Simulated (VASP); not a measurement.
# P in VASP: a series of runs

Runs on P. Level: PBEsol. Tasks: single point.

Program: VASP 6.6.1. These are calculated values, not measurements. Logs are shortened: lines on timing, memory, paths and dates and some standing lists are left out, and cuts for length are marked.

## (1) The cell of the first run

The cell holds a slab with vacuum, 4 atoms: a = 3.284 Å, b = 34.857 Å, c = 4.632 Å, α = 90.00°, β = 90.00°, γ = 90.00°.

## (2) Single point, PBEsol (atom 1 (P) moved by (-0.200, +0.100) A along [1 1 0] and z)

INCAR

```
SYSTEM = P
  PREC = Accurate
  ENCUT = 520
  EDIFF = 1E-6
  ISMEAR = 0
  SIGMA = 0.05
  LREAL = .FALSE.
  LASPH = .TRUE.
  NELM = 60
  ALGO = Normal
  ISIF = 2
  LWAVE = .FALSE.
  LCHARG = .FALSE.
  GGA = PS
  NBANDS = 18
```

KPOINTS

```
regular mesh
0
G
  8 1 6
  0 0 0
```

POSCAR

```
P
1.0
    3.2837277200      0.0000000000      0.0000000000
    0.0000000000     34.8570309900      0.0000000000
    0.0000000000      0.0000000000      4.6320847100
P
4
Direct
   -0.0430673211      0.9662042469      0.6137392716
    0.0000000000      0.0297385700      0.4078492800
    0.5000000000      0.0297385700      0.0921507200
    0.5000000000      0.9702614300      0.9078492800
```

Potentials or basis: VASP PAW PBE potentials, release 64 (P).

Launch:

```sh
> cat potpaw_PBE.64/P/POTCAR > POTCAR
> mpirun -np 1 vasp_std > vasp.out
```

OUTCAR:

```text
SYSTEM = P
   PREC = Accurate
   ENCUT = 520
   EDIFF = 1E-6
   ISMEAR = 0
   LREAL = .FALSE.
   LASPH = .TRUE.
   NELM = 60
   ISIF = 2
   GGA = PS

 ion  position               nearest neighbor table
   1  0.957  0.966  0.614-   4 2.03   4 2.25   2 2.42
   2  0.000  0.030  0.408-   3 2.20   3 2.20   1 2.42
   3  0.500  0.030  0.092-   2 2.20   2 2.20   4 2.24
   4  0.500  0.970  0.908-   1 2.03   3 2.24   1 2.25

  LATTYP: Found a simple orthorhombic cell.
 ALAT       =     3.2837277200
 B/A-ratio  =     1.4106177811
 C/A-ratio  =    10.6150795566

  Lattice vectors:

 A1 = (  -3.2837277200,   0.0000000000,   0.0000000000)
 A2 = (   0.0000000000,   0.0000000000,   4.6320847100)
 A3 = (   0.0000000000,  34.8570309900,   0.0000000000)

Analysis of symmetry for initial positions (statically):
=====================================================================
 Subroutine PRICEL returns:
 Original cell was already a primitive cell.

 Routine SETGRP: Setting up the symmetry group for a
 simple orthorhombic supercell.

 Subroutine GETGRP returns: Found  1 space group operations
 (whereof  1 operations were pure point group operations)
 out of a pool of  8 trial point group operations.

The static configuration has the point symmetry C_1 .

Analysis of symmetry for dynamics (positions and initial velocities):
=====================================================================
 Subroutine PRICEL returns:
 Original cell was already a primitive cell.

 Routine SETGRP: Setting up the symmetry group for a
 simple orthorhombic supercell.

 Subroutine GETGRP returns: Found  1 space group operations
 (whereof  1 operations were pure point group operations)
 out of a pool of  8 trial point group operations.

The dynamic configuration has the point symmetry C_1 .

 Subroutine INISYM returns: Found  1 space group operations
 (whereof  1 operations are pure point group operations),
 and found     1 'primitive' translations

----------------------------------------------------------------------------------------

                                     Primitive cell

  volume of cell :     530.1930

  direct lattice vectors                    reciprocal lattice vectors
     3.283727720  0.000000000  0.000000000     0.304531948  0.000000000  0.000000000
     0.000000000 34.857030990  0.000000000     0.000000000  0.028688617  0.000000000
     0.000000000  0.000000000  4.632084710     0.000000000  0.000000000  0.215885516

  length of vectors
     3.283727720 34.857030990  4.632084710     0.304531948  0.028688617  0.215885516

  position of ions in fractional coordinates (direct lattice)
     0.956932679  0.966204247  0.613739272
     0.000000000  0.029738570  0.407849280
     0.500000000  0.029738570  0.092150720
     0.500000000  0.970261430  0.907849280

  ion indices of the primitive-cell ions
   primitive index   ion index
                 1           1
                 2           2
                 3           3
                 4           4

----------------------------------------------------------------------------------------

 KPOINTS: regular mesh

Automatic generation of k-mesh.
 Grid dimensions read from file:
 generate k-points for:    8    1    6

 Generating k-lattice:

  Cartesian coordinates                     Fractional coordinates (reciprocal lattice)
     0.038066494  0.000000000  0.000000000     0.125000000  0.000000000  0.000000000
     0.000000000  0.028688617  0.000000000     0.000000000  1.000000000  0.000000000
     0.000000000  0.000000000  0.035980919     0.000000000  0.000000000  0.166666667

  Length of vectors
     0.038066494  0.028688617  0.035980919

  Shift w.r.t. Gamma in fractional coordinates (k-lattice)
     0.000000000  0.000000000  0.000000000

 Subroutine IBZKPT returns following result:
 ===========================================

 Found     26 irreducible k-points:

 Following reciprocal coordinates:
            Coordinates               Weight
  0.000000  0.000000  0.000000      1.000000
  0.125000  0.000000  0.000000      2.000000
  0.250000  0.000000  0.000000      2.000000
  0.375000  0.000000  0.000000      2.000000
  0.500000  0.000000  0.000000      1.000000
  0.000000  0.000000  0.166667      2.000000
[... 16 lines left out ...]
  0.125000  0.000000  0.500000      2.000000
  0.250000  0.000000  0.500000      2.000000
 [... further k-points ...]
   k-points           NKPTS =     26   k-points in BZ     NKDIM =     26   number of bands    NBANDS=     18
   number of dos      NEDOS =    301   number of ions     NIONS =      4
   total plane-waves  NPLWV = 233280
   dimension x,y,z NGX =    24 NGY =  270 NGZ =   36
   dimension x,y,z NGXF=    48 NGYF=  540 NGZF=   72
   ions per type =               4
   NGX,Y,Z   is equivalent  to a cutoff of  12.15, 12.88, 12.92 a.u.
   NGXF,Y,Z  is equivalent  to a cutoff of  24.30, 25.75, 25.84 a.u.
 SYSTEM =  P
   PREC   = accura    normal or accurate (medium, high low for compatibility)
   ISTART =      0    job   : 0-new  1-cont  2-samecut
   ICHARG =      2    charge: 1-file 2-atom 10-const
   ISPIN  =      1    spin polarized calculation?
   LNONCOLLINEAR =      F non collinear calculations
   LSORBIT =      F    spin-orbit coupling
   LASPH  =      T    aspherical Exc in radial PAW
   ENCUT  =  520.0 eV  38.22 Ry    6.18 a.u.   6.11 64.81  8.61*2*pi/ulx,y,z
   NELM   =     60;   NELMIN=  2; NELMDL= -5     # of ELM steps
   EDIFF  = 0.1E-05   stopping-criterion for ELM
   LREAL  =      F    real-space projection
   EDIFFG = 0.1E-04   stopping-criterion for IOM
   NSW    =      0    number of steps for IOM
   IBRION =     -1    ionic relax: 0-MD 1-quasi-New 2-CG
   NFREE  =      0    steps in history (QN), initial steepest desc. (CG)
   ISIF   =      2    stress and relaxation
   ISYM   =      2    0-nonsym 1-usesym 2-fastsym
   POTIM  = 0.5000    time-step for ionic-motion
   TEBEG  =    0.0;   TEEND  =   0.0 temperature during run
   PSTRESS=    0.0 pullay stress
   NELECT =      20.0000    total number of electrons
   NUPDOWN=      -1.0000    fix difference up-down
   EMIN   =  10.00;   EMAX   =-10.00  energy-range for DOS
   EFERMI =   0.00;   METHOD = LEGACY
   ISMEAR =     0;   SIGMA  =   0.05  broadening in eV -4-tet -1-fermi 0-gaus
   EFERMI_NEDOS =   21; number of points for ismear=-14 and -15
   IALGO  =     38    algorithm
   IMIX   =      4    mixing-type and parameters
     AMIX     =   0.40;   BMIX     =  1.00
     AMIX_MAG =   1.60;   BMIX_MAG =  1.00
  volume/ion in A,a.u.               =     132.55       894.48
  Fermi-wavevector in a.u.,A,eV,Ry     =   0.549044  1.037542  4.101461  0.301449
  Thomas-Fermi vector in A             =   1.580001
   LORBIT       =      0    0 simple, 1 ext, 2 COOP (PROOUT), +10 PAW based schemes
   GGA     = PS    functional components
   LHFCALC =     F    Hartree Fock is set to
   AEXX    =    0.0000 exact exchange contribution
   IVDW    =     0    specifies the selected vdW correction
   LEPSILON=     F    determine dielectric tensor
   LRPA    =     F    only Hartree local field effects (RPA)
 non-spin polarized calculation
 Gauss-broadening in eV      SIGMA  =   0.05
  energy-cutoff  :      520.00
  volume of cell :      530.19
 maximum number of plane-waves:     14344
   NGX = 13   NGY =129   NGZ = 17

 number of electron      20.0000001 magnetization

 Free energy of the ion-electron system (eV)
  ---------------------------------------------------
  ext. energy  EPLUGINS =         0.00000000
  ---------------------------------------------------
  free energy    TOTEN  =       -22.49303013 eV

  energy without entropy =      -22.49303013  energy(sigma->0) =      -22.49303013

 E-fermi :  -3.1172     XC(G=0):  -1.7794

 val. band max:       -3.3147692751   @ k =   0.0000   0.0000   0.0000
 cond. band min:      -2.9197061093   @ k =   0.0000   0.0000   0.0000
 fundamental gap:      0.3950631659
 Fermi energy:        -3.1172148261

 k-point     1 :       0.0000    0.0000    0.0000
  band No.  band energies     occupation
      1     -18.5408      2.00000
      2     -16.3764      2.00000
      3     -12.2676      2.00000
      4      -9.2212      2.00000
      5      -8.1412      2.00000
      6      -7.8564      2.00000
[... 10 lines left out ...]
     17       1.6054      0.00000
     18       1.7460      0.00000

 k-point     2 :       0.1250    0.0000    0.0000
  band No.  band energies     occupation
      1     -18.3521      2.00000
      2     -16.1833      2.00000
      3     -12.3438      2.00000
      4      -9.0967      2.00000
      5      -8.3713      2.00000
      6      -7.9632      2.00000
[... 10 lines left out ...]
     17       1.8213      0.00000
     18       1.8686      0.00000

 k-point     3 :       0.2500    0.0000    0.0000
  band No.  band energies     occupation
      1     -17.7934      2.00000
      2     -15.6112      2.00000
      3     -12.8661      2.00000
      4      -9.8093      2.00000
      5      -8.9824      2.00000
      6      -8.5808      2.00000
[... 10 lines left out ...]
     17       2.0157      0.00000
     18       2.2027      0.00000

 k-point     4 :       0.3750    0.0000    0.0000
  band No.  band energies     occupation
      1     -16.8966      2.00000
      2     -14.7490      2.00000
      3     -13.9981      2.00000
      4     -11.5775      2.00000
      5      -8.9826      2.00000
      6      -8.1694      2.00000
[... 375 lines left out ...]
      4     -11.4847      2.00000
      5      -6.6268      2.00000
      6      -6.5737      2.00000
[... 10 lines left out ...]
     17       2.3267      0.00000
     18       2.4591      0.00000

 k-point    23 :       0.1250    0.0000    0.5000
  band No.  band energies     occupation
      1     -17.5944      2.00000
      2     -17.0658      2.00000
      3     -11.9746      2.00000
      4     -11.4062      2.00000
      5      -7.7836      2.00000
      6      -7.3454      2.00000
[... 10 lines left out ...]
     17       2.5789      0.00000
     18       2.6840      0.00000

 k-point    24 :       0.2500    0.0000    0.5000
  band No.  band energies     occupation
      1     -17.0609      2.00000
      2     -16.5161      2.00000
      3     -12.0494      2.00000
      4     -11.4739      2.00000
      5      -9.2205      2.00000
      6      -8.9033      2.00000
[... 10 lines left out ...]
     17       2.6994      0.00000
     18       3.0206      0.00000

 [... further k-points ...]

------------------------ aborting loop because EDIFF is reached ----------------------------------------

  FORCE on cell =-STRESS in cart. coord.  units (eV):
  Direction    XX          YY          ZZ          XY          YZ          ZX
  --------------------------------------------------------------------------------------
  -------------------------------------------------------------------------------------
  Total        0.5723733     -1.7196852      1.5642925     -0.8458261      0.6479165     -2.5449575
  in kB        1.7296408     -5.1966745      4.7270970     -2.5559812      1.9579231     -7.6905445
  external PRESSURE =       0.4200211 kB  Pullay stress =       0.0000000 kB

 VOLUME and BASIS-vectors are now :
 -----------------------------------------------------------------------------
  energy-cutoff  :      520.00
  volume of cell :      530.19
      direct lattice vectors                 reciprocal lattice vectors
     3.283727720  0.000000000  0.000000000     0.304531948  0.000000000  0.000000000
     0.000000000 34.857030990  0.000000000     0.000000000  0.028688617  0.000000000
     0.000000000  0.000000000  4.632084710     0.000000000  0.000000000  0.215885516

 POSITION                                       TOTAL-FORCE (eV/Angst)
 -----------------------------------------------------------------------------------
      3.14231     33.67901      2.84289         2.155118      0.836944     -2.058617
      0.00000      1.03660      1.88919        -0.152518     -0.855535      0.349021
      1.64186      1.03660      0.42685        -0.108498      0.090035     -0.176950
      1.64186     33.82043      4.20523        -1.894102     -0.071444      1.886546
 -----------------------------------------------------------------------------------
    total drift:                               -0.000014      0.000002     -0.000069

  FREE ENERGIE OF THE ION-ELECTRON SYSTEM (eV)
  ---------------------------------------------------
  free  energy   TOTEN  =       -22.4930301269 eV

  energy  without entropy=      -22.4930301267  energy(sigma->0) =      -22.49303013
```

It took 3.1 min on 1 thread of Intel Xeon 6975P-C (Granite Rapids), shared host; peak memory 0.6 GiB.

What came out:

```
Free energy            : -22.4930 eV
Largest force          : 3.096 eV/Å
Band gap on the k mesh : 0.40 eV
```

Forces on the atoms (eV/Å):
```
P    2.155  0.837 -2.059
P   -0.153 -0.856  0.349
P   -0.108  0.090 -0.177
P   -1.894 -0.071  1.887
```

Levels at points of the mesh, in eV from the valence-band top:
| k point | band 7 | band 8 | band 9 | band 10 | band 11 | band 12 | band 13 | band 14 |
| --- | --- | --- | --- | --- | --- | --- | --- | --- |
| (0.00, 0.00, 0.00) | -3.65 | -2.31 | -1.74 | 0.00 | 0.40 | 1.08 | 2.25 | 3.67 |
| (0.50, 0.00, 0.00) | -2.89 | -2.74 | -2.33 | -1.91 | 0.94 | 1.01 | 2.05 | 2.44 |
| (0.00, 0.00, 0.50) | -3.03 | -2.68 | -1.30 | -1.17 | 1.38 | 1.89 | 3.15 | 3.53 |
| (0.50, 0.00, 0.50) | -4.68 | -4.38 | -1.36 | -1.20 | 1.53 | 2.05 | 3.82 | 4.11 |

Caveat: the cell differs from its parent crystal (atom 1 (P) moved by (-0.200, +0.100) A along [1 1 0] and z); there is no dipole correction, which matters where the two faces differ; semilocal functionals underestimate gaps, and a narrow one can read as zero; the PAW data sets were made with another functional, which shifts forces and pressure a little.

## (3) Single point, PBEsol (atom 1 (P) moved by (+0.200, +0.100) A along [1 1 0] and z)

INCAR

```
SYSTEM = P
ALGO = Normal
EDIFF = 1E-7
ENCUT = 520
GGA = PS
ISIF = 2
ISMEAR = 0
LASPH = .True.
LCHARG = .False.
LREAL = .False.
LWAVE = .False.
NBANDS = 18
NELM = 60
PREC = Accurate
SIGMA = 0.05
```

KPOINTS

```
k-points
0
Gamma
  8 1 6
  0 0 0
```

POSCAR: that of step 2 with these lines changed.

```diff
@@ -8,3 +8,3 @@
 Direct
-   -0.0430673211      0.9662042469      0.6137392716
+    0.0430673211      0.9743186131      0.6137392716
     0.0000000000      0.0297385700      0.4078492800
```

Potentials or basis: VASP PAW PBE potentials, release 64 (P).

Launch:

```sh
> cat potpaw_PBE.64/P/POTCAR > POTCAR
> mpirun -np 1 vasp_std > vasp.out
```

Run time: 3.3 min. Hardware: 1 thread of Intel Xeon 6975P-C (Granite Rapids), shared host; peak memory 0.6 GiB.

Results (log left out):

```yaml
Free_energy: -22.4793 eV
Largest_force: 3.121 eV/Å
Band_gap_on_the_k_mesh: 0.82 eV (least direct gap 0.91 eV)
```

Forces in eV/Å, atoms in the order of the input:
```
P   -2.221 -1.271 -1.787
P    0.156  1.240  0.093
P    0.149 -0.160  0.119
P    1.916  0.190  1.575
```

Levels at points of the mesh, in eV from the valence-band top:
```
           k point  band 8  band 9  band 10  band 11  band 12  band 13
(0.00, 0.00, 0.00)   -2.26   -1.61    -0.04     0.87     1.06     2.23
(0.50, 0.00, 0.00)   -2.79   -2.39    -1.92     0.82     1.29     1.95
(0.00, 0.00, 0.50)   -2.80   -1.70    -1.55     1.38     1.90     3.33
(0.50, 0.00, 0.50)   -4.46   -1.36    -0.86     1.97     2.40     3.31
```

Caveat: the cell differs from its parent crystal (atom 1 (P) moved by (+0.200, +0.100) A along [1 1 0] and z); there is no dipole correction, which matters where the two faces differ; the PAW data sets were made with another functional, which shifts forces and pressure a little.
